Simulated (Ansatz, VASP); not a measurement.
# PbS in VASP and in Ansatz

```
CELL_PARAMETERS angstrom
0.00000 3.00385 3.00385
3.00385 0.00000 3.00385
3.00385 3.00385 0.00000
ATOMIC_POSITIONS crystal
Pb 0.00000 0.00000 0.00000
S 0.50000 0.50000 0.50000
```

Alike in both runs: task single point; functional PBE; k mesh 6 × 6 × 6; no spin polarisation.

|  | VASP | Ansatz |
| --- | --- | --- |
| version | VASP 6.6.1 | Ansatz 0.2.0 |
| potentials or method | VASP PAW PBE potentials, release 64 (Pb_d, S) | plane waves, PAW |
| plane-wave cutoff (eV) | 520 | 420 |
| occupations | gaussian, width 0.01 eV | fixed |
| valence electrons in the cell | 20 | 20 |

```csv
,VASP,Ansatz,Ansatz less VASP
gap on the k mesh at the Fermi level (eV),0.50,0.49,-0.007
pressure (GPa),-0.1,0.0,+0.07
```

Neither program's run includes spin-orbit coupling.
